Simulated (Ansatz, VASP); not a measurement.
## ZnS: VASP beside Ansatz

```
CELL_PARAMETERS angstrom
3.75863 0.00000 0.00000
-1.87931 3.25507 0.00000
0.00000 0.00000 13.88850
ATOMIC_POSITIONS crystal
Zn 0.00000 0.00000 0.00005
Zn 0.00000 0.00000 0.50005
Zn 0.33333 0.66667 0.25002
Zn 0.66667 0.33333 0.75002
S 0.00000 0.00000 0.18729
S 0.00000 0.00000 0.68729
S 0.33333 0.66667 0.43764
S 0.66667 0.33333 0.93764
```

Alike in both runs: task single point; functional PBE; k mesh 9 × 9 × 4; occupations gaussian, width 0.05 eV; no spin polarisation.

|  | VASP | Ansatz |
| --- | --- | --- |
| version | VASP 6.6.1 | Ansatz 0.2.0 |
| potentials or method | VASP PAW PBE potentials, release 64 (Zn, S), cutoff 520 eV | scalar-relativistic, plane waves, PAW |
| valence electrons in the cell | 72 | 72 |

Ansatz gave:

```
gap on the k mesh at the Fermi level (eV)                     : 1.49
least direct gap on the mesh (eV)                             : 1.49
pressure (GPa)                                                : -1.8
traceless stress, the component that is largest in VASP (GPa) : -7.27
rms of the force components (eV/Å)                            : 0.100
```

Problem. What did VASP give for the same quantities?

Solution. gap on the k mesh at the Fermi level (eV): 1.49; least direct gap on the mesh (eV): 1.49; pressure (GPa): -1.7; traceless stress, the component that is largest in VASP (GPa): -7.33; rms of the force components (eV/Å): 0.105.

Atom by atom the forces differ by 0.006 eV/Å (rms over components).
